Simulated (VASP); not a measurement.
# PrAgC (P-6m2) in VASP: further runs

PrAgC is run at these levels: PBE; tasks: single point.

Program: VASP 6.6.1. These are calculated values, not measurements. Logs are shortened: lines on timing, memory, paths and dates and some standing lists are left out, and cuts for length are marked.

**1. The cell of the first run**

The structure is hexagonal, space group P-6m2 (No. 187). The conventional cell has a = 3.988 Å, b = 3.988 Å, c = 3.962 Å, α = 90.00°, β = 90.00°, γ = 120.00°. Pr (site symmetry -6m2) has 6 Ag at 3.04 Å and 6 C at 3.04 Å and 8 Pr at 3.96 to 3.99 Å within 4.0 Å. Within 3.1 Å of Ag (site symmetry -6m2) lie 3 C at 2.30 Å and 6 Pr at 3.04 Å. C (site symmetry -6m2) has 3 Ag at 2.30 Å and 6 Pr at 3.04 Å within 3.1 Å.

The cell was generated, and may not be a known phase.

**2. Single point, PBE**

INCAR reads:

```
PREC = Accurate
ENCUT = 600
EDIFF = 1E-6
ISMEAR = 0
SIGMA = 0.1
LREAL = F
LASPH = T
NELM = 200
ALGO = Normal
ISIF = 2
LWAVE = F
LCHARG = F
GGA = PE
NBANDS = 20
GGA_COMPAT = F
LMAXMIX = 6
```

KPOINTS reads:

```
regular mesh
0
Gamma
  6 6 4
```

POSCAR reads:

```
PrAgC
1.0
    3.9876026698     -0.0000000028      0.0000000000
   -1.9938013325      3.4533652136      0.0000000000
    0.0000000000      0.0000000000      3.9618941780
Pr Ag C
1 1 1
Direct
    0.0000000000      0.0000000000      0.0000000000
    0.6666666667      0.3333333333      0.5000000000
    0.3333333333      0.6666666667      0.5000000000
```

Potentials or basis: VASP PAW PBE potentials, release 64 (Pr_3, Ag, C), 4f in core.

Run with:

```sh
$ cat potpaw_PBE.64/Pr_3/POTCAR potpaw_PBE.64/Ag/POTCAR potpaw_PBE.64/C/POTCAR > POTCAR
$ mpirun -np 1 vasp_std > vasp.out
```

OUTCAR:

```text
PREC = Accurate
   ENCUT = 600
   EDIFF = 1E-6
   ISMEAR = 0
   LREAL = F
   LASPH = T
   NELM = 200
   ISIF = 2
   GGA = PE

 ion  position               nearest neighbor table
   1  0.000  0.000  0.000-   2 3.04   2 3.04   2 3.04   2 3.04   2 3.04   2 3.04
   2  0.667  0.333  0.500-   3 2.30   3 2.30   3 2.30   1 3.04   1 3.04   1 3.04   1 3.04   1 3.04
                             1 3.04
   3  0.333  0.667  0.500-   2 2.30   2 2.30   2 2.30

  LATTYP: Found a hexagonal cell.
 ALAT       =     3.9876026698
 C/A-ratio  =     0.9935528953

  Lattice vectors:

 A1 = (   3.9876026698,  -0.0000000028,   0.0000000000)
 A2 = (  -1.9938013325,   3.4533652136,   0.0000000000)
 A3 = (   0.0000000000,   0.0000000000,   3.9618941780)

Analysis of symmetry for initial positions (statically):
=====================================================================
 Subroutine PRICEL returns:
 Original cell was already a primitive cell.

 Routine SETGRP: Setting up the symmetry group for a
 hexagonal supercell.

 Subroutine GETGRP returns: Found 12 space group operations
 (whereof 12 operations were pure point group operations)
 out of a pool of 24 trial point group operations.

The static configuration has the point symmetry D_3h.

Analysis of symmetry for dynamics (positions and initial velocities):
=====================================================================
 Subroutine PRICEL returns:
 Original cell was already a primitive cell.

 Routine SETGRP: Setting up the symmetry group for a
 hexagonal supercell.

 Subroutine GETGRP returns: Found 12 space group operations
 (whereof 12 operations were pure point group operations)
 out of a pool of 24 trial point group operations.

The dynamic configuration has the point symmetry D_3h.

 Subroutine INISYM returns: Found 12 space group operations
 (whereof 12 operations are pure point group operations),
 and found     1 'primitive' translations

----------------------------------------------------------------------------------------

                                     Primitive cell

  volume of cell :      54.5579

  direct lattice vectors                    reciprocal lattice vectors
     3.987602670 -0.000000003  0.000000000     0.250777242  0.144786308  0.000000000
    -1.993801332  3.453365214  0.000000000     0.000000000  0.289572616  0.000000000
     0.000000000  0.000000000  3.961894178     0.000000000  0.000000000  0.252404520

  length of vectors
     3.987602670  3.987602670  3.961894178     0.289572616  0.289572616  0.252404520

  position of ions in fractional coordinates (direct lattice)
     0.000000000  0.000000000  0.000000000
     0.666666667  0.333333333  0.500000000
     0.333333333  0.666666667  0.500000000

  ion indices of the primitive-cell ions
   primitive index   ion index
                 1           1
                 2           2
                 3           3

----------------------------------------------------------------------------------------

 KPOINTS: regular mesh

Automatic generation of k-mesh.
 Grid dimensions read from file:
 generate k-points for:    6    6    4

 Generating k-lattice:

  Cartesian coordinates                     Fractional coordinates (reciprocal lattice)
     0.041796207  0.024131051  0.000000000     0.166666667  0.000000000  0.000000000
     0.000000000  0.048262103  0.000000000    -0.000000000  0.166666667  0.000000000
     0.000000000  0.000000000  0.063101130     0.000000000  0.000000000  0.250000000

  Length of vectors
     0.048262103  0.048262103  0.063101130

  Shift w.r.t. Gamma in fractional coordinates (k-lattice)
     0.000000000  0.000000000  0.000000000

 Subroutine IBZKPT returns following result:
 ===========================================

 Found     21 irreducible k-points:

 Following reciprocal coordinates:
            Coordinates               Weight
  0.000000  0.000000  0.000000      1.000000
  0.166667 -0.000000  0.000000      6.000000
  0.333333 -0.000000  0.000000      6.000000
  0.500000 -0.000000  0.000000      3.000000
  0.166667  0.166667  0.000000      6.000000
  0.333333  0.166667  0.000000     12.000000
[... 13 lines left out ...]
  0.333333  0.166667  0.500000     12.000000
  0.333333  0.333333  0.500000      2.000000
   k-points           NKPTS =     21   k-points in BZ     NKDIM =     21   number of bands    NBANDS=     20
   number of dos      NEDOS =    301   number of ions     NIONS =      3
   total plane-waves  NPLWV =  32768
   dimension x,y,z NGX =    32 NGY =   32 NGZ =   32
   dimension x,y,z NGXF=    64 NGYF=   64 NGZF=   64
   ions per type =               1   1   1
   NGX,Y,Z   is equivalent  to a cutoff of  13.34, 13.34, 13.43 a.u.
   NGXF,Y,Z  is equivalent  to a cutoff of  26.68, 26.68, 26.86 a.u.
 SYSTEM =  unknown system
   PREC   = accura    normal or accurate (medium, high low for compatibility)
   ISTART =      0    job   : 0-new  1-cont  2-samecut
   ICHARG =      2    charge: 1-file 2-atom 10-const
   ISPIN  =      1    spin polarized calculation?
   LNONCOLLINEAR =      F non collinear calculations
   LSORBIT =      F    spin-orbit coupling
   LASPH  =      T    aspherical Exc in radial PAW
   ENCUT  =  600.0 eV  44.10 Ry    6.64 a.u.   7.96  7.96  7.91*2*pi/ulx,y,z
   NELM   =    200;   NELMIN=  2; NELMDL= -5     # of ELM steps
   EDIFF  = 0.1E-05   stopping-criterion for ELM
   LREAL  =      F    real-space projection
   EDIFFG = 0.1E-04   stopping-criterion for IOM
   NSW    =      0    number of steps for IOM
   IBRION =     -1    ionic relax: 0-MD 1-quasi-New 2-CG
   NFREE  =      0    steps in history (QN), initial steepest desc. (CG)
   ISIF   =      2    stress and relaxation
   ISYM   =      2    0-nonsym 1-usesym 2-fastsym
   POTIM  = 0.5000    time-step for ionic-motion
   TEBEG  =    0.0;   TEEND  =   0.0 temperature during run
   PSTRESS=    0.0 pullay stress
   NELECT =      26.0000    total number of electrons
   NUPDOWN=      -1.0000    fix difference up-down
   EMIN   =  10.00;   EMAX   =-10.00  energy-range for DOS
   EFERMI =   0.00;   METHOD = LEGACY
   ISMEAR =     0;   SIGMA  =   0.10  broadening in eV -4-tet -1-fermi 0-gaus
   EFERMI_NEDOS =   21; number of points for ismear=-14 and -15
   IALGO  =     38    algorithm
   IMIX   =      4    mixing-type and parameters
     AMIX     =   0.40;   BMIX     =  1.00
     AMIX_MAG =   1.60;   BMIX_MAG =  1.00
  volume/ion in A,a.u.               =      18.19       122.72
  Fermi-wavevector in a.u.,A,eV,Ry     =   1.278734  2.416457 22.247709  1.635161
  Thomas-Fermi vector in A             =   2.411260
   LORBIT       =      0    0 simple, 1 ext, 2 COOP (PROOUT), +10 PAW based schemes
   GGA     = PE    functional components
   LHFCALC =     F    Hartree Fock is set to
   AEXX    =    0.0000 exact exchange contribution
   IVDW    =     0    specifies the selected vdW correction
   LEPSILON=     F    determine dielectric tensor
   LRPA    =     F    only Hartree local field effects (RPA)
 non-spin polarized calculation
 Gauss-broadening in eV      SIGMA  =   0.10
  energy-cutoff  :      600.00
  volume of cell :       54.56
 maximum number of plane-waves:      1845
 NGX is ok and might be reduce to    32
   NGX = 15   NGY = 15   NGZ = 15

 number of electron      26.0000005 magnetization

 Free energy of the ion-electron system (eV)
  ---------------------------------------------------
  ext. energy  EPLUGINS =         0.00000000
  ---------------------------------------------------
  free energy    TOTEN  =       -15.18836772 eV

  energy without entropy =      -15.17363703  energy(sigma->0) =      -15.18100237

 E-fermi :   6.0071     XC(G=0): -11.1886

 val. band max:        6.0025052162   @ k =   0.3333  -0.0000   0.5000
 cond. band min:       6.0155943722   @ k =   0.3333   0.3333   0.0000
 fundamental gap:      0.0130891560
 Fermi energy:         6.0071050164

 k-point     1 :       0.0000    0.0000    0.0000
  band No.  band energies     occupation
      1     -30.2676      2.00000
      2     -12.1502      2.00000
      3     -12.0550      2.00000
      4     -12.0550      2.00000
      5      -4.3893      2.00000
      6       0.1356      2.00000
[... 12 lines left out ...]
     19      10.0050      0.00000
     20      14.5090      0.00000

 k-point     2 :       0.1667   -0.0000    0.0000
  band No.  band energies     occupation
      1     -30.2575      2.00000
      2     -12.1968      2.00000
      3     -12.1389      2.00000
      4     -12.0818      2.00000
      5      -4.1257      2.00000
      6       0.0295      2.00000
[... 12 lines left out ...]
     19      10.4057      0.00000
     20      14.4304      0.00000

 k-point     3 :       0.3333   -0.0000    0.0000
  band No.  band energies     occupation
      1     -30.2372      2.00000
      2     -12.4612      2.00000
      3     -12.1346      2.00000
      4     -12.1159      2.00000
      5      -3.6254      2.00000
      6       0.0811      2.00000
[... 12 lines left out ...]
     19      10.0901      0.00000
     20      14.5664      0.00000

 k-point     4 :       0.5000   -0.0000    0.0000
  band No.  band energies     occupation
      1     -30.2270      2.00000
      2     -12.5853      2.00000
      3     -12.1605      2.00000
      4     -12.1042      2.00000
      5      -3.4037      2.00000
      6       0.3583      2.00000
[... 12 lines left out ...]
     19      10.7992      0.00000
     20      13.5122      0.00000

 k-point     5 :       0.1667    0.1667    0.0000
  band No.  band energies     occupation
      1     -30.2423      2.00000
      2     -12.3711      2.00000
      3     -12.1496      2.00000
      4     -12.1216      2.00000
      5      -3.7469      2.00000
      6       0.0113      2.00000
[... 12 lines left out ...]
     19      10.9900      0.00000
     20      14.7066      0.00000

 k-point     6 :       0.3333    0.1667    0.0000
  band No.  band energies     occupation
      1     -30.2270      2.00000
      2     -12.5172      2.00000
      3     -12.2357      2.00000
      4     -12.1041      2.00000
      5      -3.4125      2.00000
      6       0.2407      2.00000
[... 12 lines left out ...]
     19      11.8611      0.00000
     20      14.0049      0.00000

 k-point     7 :       0.3333    0.3333    0.0000
  band No.  band energies     occupation
      1     -30.2219      2.00000
      2     -12.4255      2.00000
      3     -12.4088      2.00000
      4     -12.0980      2.00000
      5      -3.3261      2.00000
      6       0.2556      2.00000
[... 12 lines left out ...]
     19      13.7076      0.00000
     20      14.2409      0.00000
[... 208 lines left out ...]
 k-point    17 :       0.3333   -0.0000    0.5000
  band No.  band energies     occupation
      1     -30.2158      2.00000
      2     -12.5039      2.00000
      3     -12.3689      2.00000
      4     -12.1111      2.00000
      5      -3.5954      2.00000
      6       0.3974      2.00000
[... 12 lines left out ...]
     19      13.0424      0.00000
     20      13.3931      0.00000

 k-point    18 :       0.5000   -0.0000    0.5000
  band No.  band energies     occupation
      1     -30.2068      2.00000
      2     -12.4789      2.00000
      3     -12.4606      2.00000
      4     -12.1406      2.00000
      5      -3.6065      2.00000
      6       0.3901      2.00000
[... 12 lines left out ...]
     19      13.0473      0.00000
     20      14.0111      0.00000

 k-point    19 :       0.1667    0.1667    0.5000
  band No.  band energies     occupation
      1     -30.2203      2.00000
      2     -12.5257      2.00000
      3     -12.2916      2.00000
      4     -12.1190      2.00000
      5      -3.5720      2.00000
      6       0.2933      2.00000
[... 12 lines left out ...]
     19      12.9413      0.00000
     20      13.0197      0.00000

 k-point    20 :       0.3333    0.1667    0.5000
  band No.  band energies     occupation
      1     -30.2068      2.00000
      2     -12.4614      2.00000
      3     -12.4241      2.00000
      4     -12.2003      2.00000
      5      -3.5612      2.00000
      6       0.4840      2.00000
[... 12 lines left out ...]
     19      13.1365      0.00000
     20      14.2068      0.00000

 k-point    21 :       0.3333    0.3333    0.5000
  band No.  band energies     occupation
      1     -30.2023      2.00000
      2     -12.4408      2.00000
      3     -12.3629      2.00000
      4     -12.3360      2.00000
      5      -3.4992      2.00000
      6       0.5751      2.00000
[... 12 lines left out ...]
     19      13.4606      0.00000
     20      13.5717      0.00000

------------------------ aborting loop because EDIFF is reached ----------------------------------------

  FORCE on cell =-STRESS in cart. coord.  units (eV):
  Direction    XX          YY          ZZ          XY          YZ          ZX
  --------------------------------------------------------------------------------------
  -------------------------------------------------------------------------------------
  Total        0.0402536      0.0402536     -0.0328405     -0.0000000      0.0000000     -0.0000000
  in kB        1.1821114      1.1821114     -0.9644144     -0.0000000      0.0000000     -0.0000000
  external PRESSURE =       0.4666028 kB  Pullay stress =       0.0000000 kB

 VOLUME and BASIS-vectors are now :
 -----------------------------------------------------------------------------
  energy-cutoff  :      600.00
  volume of cell :       54.56
      direct lattice vectors                 reciprocal lattice vectors
     3.987602670 -0.000000003  0.000000000     0.250777242  0.144786308  0.000000000
    -1.993801332  3.453365214  0.000000000     0.000000000  0.289572616  0.000000000
     0.000000000  0.000000000  3.961894178     0.000000000  0.000000000  0.252404520

 POSITION                                       TOTAL-FORCE (eV/Angst)
 -----------------------------------------------------------------------------------
      0.00000      0.00000      0.00000        -0.000000      0.000000      0.000000
      1.99380      1.15112      1.98095        -0.000000      0.000000      0.000000
      0.00000      2.30224      1.98095         0.000000     -0.000000      0.000000
 -----------------------------------------------------------------------------------
    total drift:                                0.000000     -0.000000      0.000000

  FREE ENERGIE OF THE ION-ELECTRON SYSTEM (eV)
  ---------------------------------------------------
  free  energy   TOTEN  =       -15.1883677238 eV

  energy  without entropy=      -15.1736370257  energy(sigma->0) =      -15.18100237
```

Run time: 15 s. Hardware: 1 thread of Intel Xeon Platinum 8488C (Sapphire Rapids), shared host; peak memory 0.19 GiB.

Results:

* Free energy: -15.1884 eV
* Pressure: 0.0 GPa
* Band gap on the k mesh: zero (bands 13 and 14 overlap by 1.31 eV)

Stress tensor (GPa, compression positive):
```
 0.12  0.00  0.00
 0.00  0.12  0.00
 0.00  0.00 -0.10
```

Caveat: the k points lie up to 0.40 Å⁻¹ apart, too coarse for converged energies and pressures of a metal; spin-orbit coupling is left out, which moves the levels of the heavy elements; the 4f electrons are frozen in the core, so they carry no moment and show no levels.

**3. Single point, PBE**

This run uses another cell than the first one, of 22.73 Å³/atom.

INCAR reads:

```
ALGO     = Normal         # electronic algorithm
EDIFF    = 1E-6           # SCF threshold, eV
ENCUT    = 600            # plane-wave cutoff, eV
GGA      = PE             # functional
GGA_COMPAT= False        
ISIF     = 2              # what is computed and relaxed
ISMEAR   = 0              # smearing method
LASPH    = True           # aspherical terms in the spheres
LCHARG   = True           # write CHGCAR
LELF     = True           # ELF
LMAXMIX  = 6              # l up to which the mixer works
LREAL    = False          # projectors in reciprocal space
LVHAR    = True         
LWAVE    = False          # write WAVECAR
NBANDS   = 20             # bands
NELM     = 200            # most SCF steps
PREC     = Accurate       # precision mode
SIGMA    = 0.1            # smearing width, eV
```

KPOINTS reads:

```
k-points
0
Gamma
  6 6 4
```

POSCAR reads:

```
PrAgC
1.0
    4.1630059700      0.0000000000      0.0000000000
   -2.0815029800      3.6052689200      0.0000000000
    0.0000000000      0.0000000000      4.5443197300
Pr Ag C
1 1 1
Direct
    0.0000000000      0.0000000000      0.0000000000
    0.6666666700      0.3333333300      0.5000000000
    0.3333333300      0.6666666700      0.5000000000
```

Potentials or basis: VASP PAW PBE potentials, release 64 (Pr_3, Ag, C), 4f in core.

Run with:

```sh
$ cat potpaw_PBE.64/Pr_3/POTCAR potpaw_PBE.64/Ag/POTCAR potpaw_PBE.64/C/POTCAR > POTCAR
$ mpirun -np 1 vasp_std > vasp.out
```

It took 25 s on 1 thread of Intel Xeon Platinum 8488C (Sapphire Rapids), shared host; peak memory 0.22 GiB.

The run converged. Its results:

* Free energy: -14.4451 eV
* Pressure: -13.3 GPa
* Band gap on the k mesh: zero (bands 13 and 14 overlap by 1.30 eV)

Stress tensor (GPa, compression positive):
```
-12.17   0.00   0.00
  0.00 -12.17   0.00
  0.00   0.00 -15.42
```

Levels at points of the mesh, in eV from the Fermi level:
| k point | band 10 | band 11 | band 12 | band 13 | band 14 | band 15 | band 16 | band 17 |
| --- | --- | --- | --- | --- | --- | --- | --- | --- |
| (0.00, 0.00, 0.00) | -4.55 | -0.68 | -0.24 | 0.08 | 0.08 | 0.35 | 2.76 | 2.76 |
| (0.50, 0.00, 0.00) | -4.47 | -3.54 | -0.86 | -0.54 | 0.26 | 2.63 | 2.71 | 2.97 |
| (0.00, 0.00, 0.50) | -4.27 | -3.38 | 1.10 | 1.10 | 1.50 | 1.71 | 1.71 | 2.05 |
| (0.50, 0.00, 0.50) | -4.07 | -3.15 | -1.41 | -1.28 | -0.11 | 2.22 | 3.39 | 3.86 |

Caveat: the cell stands under tension; spin-orbit coupling is left out, which moves the levels of the heavy elements; the 4f electrons are frozen in the core, so they carry no moment and show no levels.

The gap in the log of VASP goes by the Fermi energy; the results here count the filled bands.